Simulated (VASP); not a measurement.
# AlN (CsCl type) (Pm-3m) in VASP: a series of runs

The runs below take AlN (CsCl type) through single point, relaxation of cell and atoms, with PBE.

Program: VASP 6.6.1. These are calculated values, not measurements. Logs are shortened: lines on timing, memory, paths and dates and some standing lists are left out, and cuts for length are marked.

## Step 1: The cell of the first run

Symmetry: Pm-3m, No. 221, cubic system. Conventional cell: a = 2.459 Å, b = 2.459 Å, c = 2.459 Å, α = 90.00°, β = 90.00°, γ = 90.00°. Within 2.8 Å of Al (site symmetry m-3m) lie 8 N at 2.13 Å and 6 Al at 2.46 Å. N (site symmetry m-3m) has 8 Al at 2.13 Å and 6 N at 2.46 Å within 2.8 Å.

## Step 2: Single point, PBE

INCAR

```
ALGO = Normal
EDIFF = 1E-6
ENCUT = 520
GGA = PE
ISIF = 2
ISMEAR = -1
LASPH = True
LCHARG = True
LELF = True
LREAL = False
LVHAR = True
LWAVE = False
NBANDS = 11
NELM = 80
PREC = Accurate
SIGMA = 0.1
```

KPOINTS

```
k-points
0
Gamma
  15 15 15
```

POSCAR

```
AlN
1.0
    2.4593943833      0.0000000000      0.0000000000
    0.0000000000      2.4593943833      0.0000000000
    0.0000000000      0.0000000000      2.4593943833
Al N
1 1
Direct
    0.0000000000      0.0000000000      0.0000000000
    0.5000000000      0.5000000000      0.5000000000
```

Potentials or basis: VASP PAW PBE potentials, release 64 (Al, N).

Command:

```bash
cat potpaw_PBE.64/Al/POTCAR potpaw_PBE.64/N/POTCAR > POTCAR
mpirun -np 1 vasp_std > vasp.out
```

OUTCAR:

```text
EDIFF = 1E-6
   ENCUT = 520
   GGA = PE
   ISIF = 2
   ISMEAR = -1
   LASPH = True
   LREAL = False
   NELM = 80
   PREC = Accurate

 ion  position               nearest neighbor table
   1  0.000  0.000  0.000-   2 2.13   2 2.13   2 2.13   2 2.13   2 2.13   2 2.13   2 2.13   2 2.13

   2  0.500  0.500  0.500-   1 2.13   1 2.13   1 2.13   1 2.13   1 2.13   1 2.13   1 2.13   1 2.13

  LATTYP: Found a simple cubic cell.
 ALAT       =     2.4593943833

  Lattice vectors:

 A1 = (   2.4593943833,   0.0000000000,   0.0000000000)
 A2 = (   0.0000000000,   2.4593943833,   0.0000000000)
 A3 = (   0.0000000000,   0.0000000000,   2.4593943833)

Analysis of symmetry for initial positions (statically):
=====================================================================
 Subroutine PRICEL returns:
 Original cell was already a primitive cell.

 Routine SETGRP: Setting up the symmetry group for a
 simple cubic supercell.

 Subroutine GETGRP returns: Found 48 space group operations
 (whereof 48 operations were pure point group operations)
 out of a pool of 48 trial point group operations.

The static configuration has the point symmetry O_h .

Analysis of symmetry for dynamics (positions and initial velocities):
=====================================================================
 Subroutine PRICEL returns:
 Original cell was already a primitive cell.

 Routine SETGRP: Setting up the symmetry group for a
 simple cubic supercell.

 Subroutine GETGRP returns: Found 48 space group operations
 (whereof 48 operations were pure point group operations)
 out of a pool of 48 trial point group operations.

The dynamic configuration has the point symmetry O_h .

 Subroutine INISYM returns: Found 48 space group operations
 (whereof 48 operations are pure point group operations),
 and found     1 'primitive' translations

----------------------------------------------------------------------------------------

                                     Primitive cell

  volume of cell :      14.8759

  direct lattice vectors                    reciprocal lattice vectors
     2.459394383  0.000000000  0.000000000     0.406604165  0.000000000  0.000000000
     0.000000000  2.459394383  0.000000000     0.000000000  0.406604165  0.000000000
     0.000000000  0.000000000  2.459394383     0.000000000  0.000000000  0.406604165

  length of vectors
[... 81 lines left out ...]
   NELM   =     80;   NELMIN=  2; NELMDL= -5     # of ELM steps
   EDIFF  = 0.1E-05   stopping-criterion for ELM
   LREAL  =      F    real-space projection
   EDIFFG = 0.1E-04   stopping-criterion for IOM
   NSW    =      0    number of steps for IOM
   IBRION =     -1    ionic relax: 0-MD 1-quasi-New 2-CG
   NFREE  =      0    steps in history (QN), initial steepest desc. (CG)
   ISIF   =      2    stress and relaxation
   ISYM   =      2    0-nonsym 1-usesym 2-fastsym
   POTIM  = 0.5000    time-step for ionic-motion
   TEBEG  =    0.0;   TEEND  =   0.0 temperature during run
   PSTRESS=    0.0 pullay stress
   NELECT =       8.0000    total number of electrons
   NUPDOWN=      -1.0000    fix difference up-down
   EMIN   =  10.00;   EMAX   =-10.00  energy-range for DOS
   EFERMI =   0.00;   METHOD = LEGACY
   ISMEAR =    -1;   SIGMA  =   0.10  broadening in eV -4-tet -1-fermi 0-gaus
   EFERMI_NEDOS =   21; number of points for ismear=-14 and -15
   IALGO  =     38    algorithm
   IMIX   =      4    mixing-type and parameters
     AMIX     =   0.40;   BMIX     =  1.00
     AMIX_MAG =   1.60;   BMIX_MAG =  1.00
  volume/ion in A,a.u.               =       7.44        50.19
  Fermi-wavevector in a.u.,A,eV,Ry     =   1.331302  2.515796 24.114497  1.772366
  Thomas-Fermi vector in A             =   2.460324
   LORBIT       =      0    0 simple, 1 ext, 2 COOP (PROOUT), +10 PAW based schemes
   GGA     = PE    functional components
   LHFCALC =     F    Hartree Fock is set to
   AEXX    =    0.0000 exact exchange contribution
   IVDW    =     0    specifies the selected vdW correction
   LEPSILON=     F    determine dielectric tensor
   LRPA    =     F    only Hartree local field effects (RPA)
 non-spin polarized calculation
  energy-cutoff  :      520.00
  volume of cell :       14.88
 maximum number of plane-waves:       417
   NGX =  9   NGY =  9   NGZ =  9

 number of electron       8.0000002 magnetization

 Free energy of the ion-electron system (eV)
  ---------------------------------------------------
  ext. energy  EPLUGINS =         0.00000000
  ---------------------------------------------------
  free energy    TOTEN  =       -11.03413815 eV

  energy without entropy =      -11.02078462  energy(sigma->0) =      -11.02746139

 E-fermi :  13.4186     XC(G=0): -12.9277

 val. band max:       13.3924135244   @ k =   0.4667   0.2667   0.0000
 cond. band min:      13.5127493503   @ k =   0.4667   0.4000   0.0667
 fundamental gap:      0.1203358259
 Fermi energy:        13.4186230623

 k-point     1 :       0.0000    0.0000    0.0000
  band No.  band energies     occupation
      1      -6.7988      2.00000
      2      11.5794      2.00000
      3      11.5794      2.00000
      4      11.5794      2.00000
      5      16.3507      0.00000
      6      19.5289      0.00000
      7      19.5289      0.00000
      8      31.9173      0.00000
      9      31.9173      0.00000
     10      31.9173      0.00000
     11      38.3877      0.00000
[... 309 lines left out ...]
 k-point    24 :       0.3333    0.2000    0.0000
  band No.  band energies     occupation
      1      -4.0943      2.00000
      2       4.7245      2.00000
      3       8.9106      2.00000
      4      12.8050      1.99568
      5      19.2444      0.00000
      6      20.4561      0.00000
      7      23.9549      0.00000
      8      28.5635      0.00000
      9      29.3127      0.00000
     10      32.1949      0.00000
     11      32.9483      0.00000

 [... further k-points ...]
[... 5 lines left out ...]
  --------------------------------------------------------------------------------------
  -------------------------------------------------------------------------------------
  Total        4.7269136      4.7269136      4.7269136      0.0000000      0.0000000     -0.0000000
  in kB      509.1007306    509.1007306    509.1007306      0.0000000      0.0000000     -0.0000000
  external PRESSURE =     509.1007306 kB  Pullay stress =       0.0000000 kB

 VOLUME and BASIS-vectors are now :
 -----------------------------------------------------------------------------
  energy-cutoff  :      520.00
  volume of cell :       14.88
      direct lattice vectors                 reciprocal lattice vectors
     2.459394383  0.000000000  0.000000000     0.406604165  0.000000000  0.000000000
     0.000000000  2.459394383  0.000000000     0.000000000  0.406604165  0.000000000
     0.000000000  0.000000000  2.459394383     0.000000000  0.000000000  0.406604165

 POSITION                                       TOTAL-FORCE (eV/Angst)
 -----------------------------------------------------------------------------------
      0.00000      0.00000      0.00000         0.000000      0.000000      0.000000
      1.22970      1.22970      1.22970         0.000000      0.000000      0.000000
 -----------------------------------------------------------------------------------
    total drift:                                0.000000     -0.000000      0.000000

  FREE ENERGIE OF THE ION-ELECTRON SYSTEM (eV)
  ---------------------------------------------------
  free  energy   TOTEN  =       -11.0341381482 eV

  energy  without entropy=      -11.0207846224  energy(sigma->0) =      -11.02746139
```

OSZICAR:

```text
N       E                     dE             d eps       ncg     rms          rms(c)
DAV:   1     0.141592696234E+02    0.14159E+02   -0.40628E+03  2664   0.628E+02
DAV:   2    -0.121596993934E+02   -0.26319E+02   -0.24814E+02  3292   0.139E+02
DAV:   3    -0.129396257504E+02   -0.77993E+00   -0.77834E+00  3207   0.218E+01
DAV:   4    -0.129423672770E+02   -0.27415E-02   -0.27413E-02  2944   0.141E+00
DAV:   5    -0.129423871454E+02   -0.19868E-04   -0.19868E-04  3287   0.108E-01    0.780E+00
DAV:   6    -0.110683679869E+02    0.18740E+01   -0.76887E+00  2792   0.147E+01    0.243E+00
DAV:   7    -0.110513950885E+02    0.16973E-01   -0.12674E-01  2970   0.324E+00    0.174E+00
DAV:   8    -0.110350071793E+02    0.16388E-01   -0.22906E-02  2893   0.121E+00    0.456E-01
DAV:   9    -0.110341261165E+02    0.88106E-03   -0.26076E-03  3142   0.336E-01    0.156E-01
DAV:  10    -0.110341526046E+02   -0.26488E-04   -0.84737E-05  2918   0.756E-02    0.400E-02
DAV:  11    -0.110341382740E+02    0.14331E-04   -0.40494E-05  2883   0.329E-02    0.496E-03
DAV:  12    -0.110341381482E+02    0.12581E-06   -0.71176E-07  1756   0.780E-03
   1 F= -.11034138E+02 E0= -.11027461E+02  d E =-.133535E-01
```

stdout:

```text
POSCAR found type information on POSCAR AlN
 POSCAR found :  2 types and       2 ions
 scaLAPACK will be used
 LDA part: xc-table for (Slater+PW92), standard interpolation
 POSCAR, INCAR and KPOINTS ok, starting setup
 FFT: planning ... GRIDC
 FFT: planning ... GRID_SOFT
 FFT: planning ... GRID
 WAVECAR not read
 entering main loop
```

It took 17 s on 1 thread of Intel Xeon 8259CL, shared host; peak memory 0.13 GiB.

What came out:

| Quantity | Value |
| --- | --- |
| Free energy | -11.0341 eV |
| Pressure | 50.9 GPa |
| Band gap on the k mesh | zero (band 4 reaches 13.76 eV, above the bottom of band 5 at 12.73 eV) |

Levels at points of the mesh, in eV from the Fermi level:
```tsv
k point	band 2	band 3	band 4	band 5	band 6	band 7
(0.00, 0.00, 0.00)	-1.84	-1.84	-1.84	2.93	6.11	6.11
```

## Step 3: Single point, PBE

INCAR

```
SYSTEM = AlN
PREC     = Accurate       ! precision mode
ENCUT    = 520            ! plane-wave cutoff, eV
EDIFF    = 1E-6           ! SCF threshold, eV
ISMEAR   = -1             ! smearing method
SIGMA    = 0.1            ! smearing width, eV
LREAL    = .FALSE.        ! projectors in reciprocal space
LASPH    = .TRUE.         ! aspherical terms in the spheres
NELM     = 100            ! most SCF steps
ALGO     = Normal         ! electronic algorithm
ISIF     = 2              ! what is computed and relaxed
LWAVE    = .FALSE.        ! write WAVECAR
LCHARG   = .FALSE.        ! write CHGCAR
GGA      = PE             ! functional
NBANDS   = 11             ! bands
```

KPOINTS

```
regular mesh
0
G
  15 15 15
  0 0 0
```

POSCAR

```
AlN
1.0
    2.4597106618      0.0000000000      0.0000000000
    0.0000000000      2.4597106618      0.0000000000
    0.0000000000      0.0000000000      2.4597106618
Al N
1 1
Direct
    0.0000000000      0.0000000000      0.0000000000
    0.5000000000      0.5000000000      0.5000000000
```

Potentials or basis: VASP PAW PBE potentials, release 64 (Al, N).

Command:

```bash
cat potpaw_PBE.64/Al/POTCAR potpaw_PBE.64/N/POTCAR > POTCAR
mpirun -np 1 vasp_std > vasp.out
```

Run time: 18 s. Hardware: 1 thread of Intel Xeon 8259CL, shared host; peak memory 0.13 GiB.

Results (log left out):

- Free energy: -11.0360 eV
- Pressure: 50.8 GPa
- Band gap on the k mesh: zero (band 4 reaches 13.75 eV, above the bottom of band 5 at 12.72 eV)

Levels at points of the mesh, in eV from the Fermi level:
```csv
k point,band 1,band 2,band 3,band 4,band 5,band 6,band 7,band 8
"(0.00, 0.00, 0.00)",-20.21,-1.84,-1.84,-1.84,2.93,6.11,6.11,18.49
```

## Step 4: Relaxation of cell and atoms, PBE, target pressure 51 GPa, at which the enthalpy is minimised

This run uses another cell than the first one, of 6.87 Å³/atom, 0.924 times its volume.

INCAR

```
SYSTEM = AlN
PREC = Accurate
ENCUT = 600
EDIFF = 1E-7
ISMEAR = -1
SIGMA = 0.1
LREAL = .FALSE.
LASPH = .TRUE.
NELM = 80
ALGO = Normal
ISIF = 3
LWAVE = .FALSE.
LCHARG = .FALSE.
GGA = PE
IBRION = 2
NSW = 60
EDIFFG = -0.005
PSTRESS = 510.0
```

KPOINTS

```
Automatic mesh
0
G
  15 15 15
  0 0 0
```

POSCAR

```
AlN
1.0
    2.3953602686      0.0000000000      0.0000000000
    0.0000000000      2.3953602686      0.0000000000
    0.0000000000      0.0000000000      2.3953602686
Al N
1 1
Direct
    0.0000000000      0.0000000000      0.0000000000
    0.5000000000      0.5000000000      0.5000000000
```

Potentials or basis: VASP PAW PBE potentials, release 64 (Al, N).

Command:

```bash
cat potpaw_PBE.64/Al/POTCAR potpaw_PBE.64/N/POTCAR > POTCAR
mpirun -np 1 vasp_std > vasp.out
```

OUTCAR:

```text
SYSTEM = AlN
   PREC = Accurate
   ENCUT = 600
   EDIFF = 1E-7
   ISMEAR = -1
   LREAL = .FALSE.
   LASPH = .TRUE.
   NELM = 80
   ISIF = 3
   GGA = PE
   IBRION = 2
   NSW = 60
   EDIFFG = -0.005
   PSTRESS = 510.0

 ion  position               nearest neighbor table
   1  0.000  0.000  0.000-   2 2.07   2 2.07   2 2.07   2 2.07   2 2.07   2 2.07   2 2.07   2 2.07

   2  0.500  0.500  0.500-   1 2.07   1 2.07   1 2.07   1 2.07   1 2.07   1 2.07   1 2.07   1 2.07

  LATTYP: Found a simple cubic cell.
 ALAT       =     2.3953602686

  Lattice vectors:

 A1 = (   2.3953602686,   0.0000000000,   0.0000000000)
 A2 = (   0.0000000000,   2.3953602686,   0.0000000000)
 A3 = (   0.0000000000,   0.0000000000,   2.3953602686)

Analysis of symmetry for initial positions (statically):
=====================================================================
 Subroutine PRICEL returns:
 Original cell was already a primitive cell.

 Routine SETGRP: Setting up the symmetry group for a
 simple cubic supercell.

 Subroutine GETGRP returns: Found 48 space group operations
 (whereof 48 operations were pure point group operations)
 out of a pool of 48 trial point group operations.

The static configuration has the point symmetry O_h .

[... 167 lines left out ...]
  --------------------------------------------------------------------------------------
  -------------------------------------------------------------------------------------
  Total        7.3369996      7.3369996      7.3369996     -0.0000000      0.0000000      0.0000000
  in kB      855.2962175    855.2962175    855.2962175     -0.0000000      0.0000000      0.0000000
  external PRESSURE =     345.2962175 kB  Pullay stress =     510.0000000 kB
[... 101 lines left out ...]
--------------------------------------- Ionic step        4  -------------------------------------------

 number of electron       8.0000000 magnetization

 Free energy of the ion-electron system (eV)
  ---------------------------------------------------
  ext. energy  EPLUGINS =         0.00000000
  ---------------------------------------------------
  free energy    TOTEN  =       -11.03323419 eV

  energy without entropy =      -11.01988309  energy(sigma->0) =      -11.02655864

 E-fermi :  13.4211     XC(G=0): -12.9285

 val. band max:       13.3947707119   @ k =   0.4667   0.2667   0.0000
 cond. band min:      13.5151597857   @ k =   0.4667   0.4000   0.0667
 fundamental gap:      0.1203890737
 Fermi energy:        13.4210921225

 k-point     1 :       0.0000    0.0000    0.0000
  band No.  band energies     occupation
      1      -6.7989      2.00000
      2      11.5816      2.00000
      3      11.5816      2.00000
      4      11.5816      2.00000
      5      16.3550      0.00000
      6      19.5311      0.00000
      7      19.5311      0.00000
      8      31.9213      0.00000
[... 243 lines left out ...]
 k-point    24 :       0.3333    0.2000    0.0000
  band No.  band energies     occupation
      1      -4.0939      2.00000
      2       4.7257      2.00000
      3       8.9124      2.00000
      4      12.8072      1.99569
      5      19.2476      0.00000
      6      20.4597      0.00000
      7      23.9584      0.00000
      8      28.5677      0.00000

 [... further k-points ...]
[... 5 lines left out ...]
  --------------------------------------------------------------------------------------
  -------------------------------------------------------------------------------------
  Total        4.7276168      4.7276168      4.7276168      0.0000000      0.0000000     -0.0000000
  in kB      509.2583741    509.2583741    509.2583741      0.0000000      0.0000000     -0.0000000
  external PRESSURE =      -0.7416259 kB  Pullay stress =     510.0000000 kB
[... 21 lines left out ...]
  energy  without entropy=      -11.0198830889  energy(sigma->0) =      -11.02655864

  enthalpy is  TOTEN    =        -6.2987326655 eV   P V=        4.7345015205

 reached required accuracy - stopping structural energy minimisation
```

OSZICAR:

```text
N       E                     dE             d eps       ncg     rms          rms(c)
DAV:   1     0.179019658364E+02    0.17902E+02   -0.47905E+03  1960   0.998E+02
[... 30 lines left out ...]
   3 F= -.62985899E+01 E0= -.62918951E+01  d E =-.114275E+00
       N       E                     dE             d eps       ncg     rms          rms(c)
DAV:   1    -0.110333578055E+02    0.12217E-01   -0.35319E-03  2032   0.578E-01    0.837E-02
DAV:   2    -0.110332386163E+02    0.11919E-03   -0.66994E-04  2368   0.185E-01    0.188E-02
DAV:   3    -0.110332356008E+02    0.30155E-05   -0.94969E-06  2176   0.333E-02    0.922E-03
DAV:   4    -0.110332341501E+02    0.14507E-05   -0.82733E-07  2576   0.893E-03    0.254E-03
DAV:   5    -0.110332341860E+02   -0.35865E-07   -0.11160E-07  1344   0.311E-03
   4 F= -.62987327E+01 E0= -.62920571E+01  d E =-.114417E+00
```

CONTCAR:

```text
AlN
   1.00000000000000
     2.4592625077979200    0.0000000000000000    0.0000000000000000
    -0.0000000000000000    2.4592625077979200    0.0000000000000000
     0.0000000000000000    0.0000000000000000    2.4592625077979200
  Al              N
     1     1
Direct
     0.0000000000000000    0.0000000000000000    0.0000000000000000
     0.5000000000000000    0.5000000000000000    0.5000000000000000

  0.00000000E+00  0.00000000E+00  0.00000000E+00
  0.00000000E+00  0.00000000E+00  0.00000000E+00
```

It took 50 s on 1 thread of Intel Xeon 8259CL, shared host; peak memory 0.13 GiB.

What came out:

| Item | Value |
| --- | --- |
| Free energy | -11.0332 eV |
| Relaxed volume | 7.44 Å³/atom |
| Relaxed cell | a = 2.459 Å, b = 2.459 Å, c = 2.459 Å, α = 90.00°, β = 90.00°, γ = 90.00° |
| Space group after relaxing (to 0.05 Å) | Pm-3m (No. 221) |
| Energy change on relaxing (the enthalpy is what falls) | -237.0 meV/atom |
| Ionic steps | 4 |
| Pressure after relaxing | 50.9 GPa |
| Band gap on the k mesh | zero (band 4 reaches 13.76 eV, above the bottom of band 5 at 12.73 eV) |

The path:
```tsv
step	energy change (eV)	largest force (eV/Å)	pressure (GPa)	volume (Å³)
1	0.0000	0.0000	85.53	13.74
2	-0.8468	0.0000	11.76	16.91
3	-0.4863	0.0000	49.92	14.91
4	-0.4740	0.0000	50.93	14.87
```

Final structure:
```yaml
crystal:
  lattice:
    - [2.45926, 0.00000, 0.00000]
    - [0.00000, 2.45926, 0.00000]
    - [0.00000, 0.00000, 2.45926]
  atoms:
    - { symbol: Al, position: [0.00000, 0.00000, 0.00000] }
    - { symbol: N, position: [0.50000, 0.50000, 0.50000] }
```

Caveat: the cell is relaxed towards a set pressure, so the enthalpy falls and the energy may rise.

## Step 5: Overview

```csv
task,cell,cutoff (eV),gap on the mesh (eV),pressure (GPa)
single point,"a = 2.459 Å, 2 atoms",520,none,50.9
single point,"a = 2.460 Å, 2 atoms",520,none,50.8
relaxation of cell and atoms,"relaxed to 51 GPa from a = 2.395 Å, 2 atoms",600,none,50.9
```

Alike in all rows: level PBE; potentials or basis VASP PAW PBE potentials, release 64 (Al, N); no spin polarisation; k mesh 15 × 15 × 15; smearing fermi-dirac 0.1 eV.

Caveats: the cell is relaxed towards a set pressure, so the enthalpy falls and the energy may rise (some runs).

Total energies depend on the potentials used, so only differences within one code and one set of settings carry meaning.
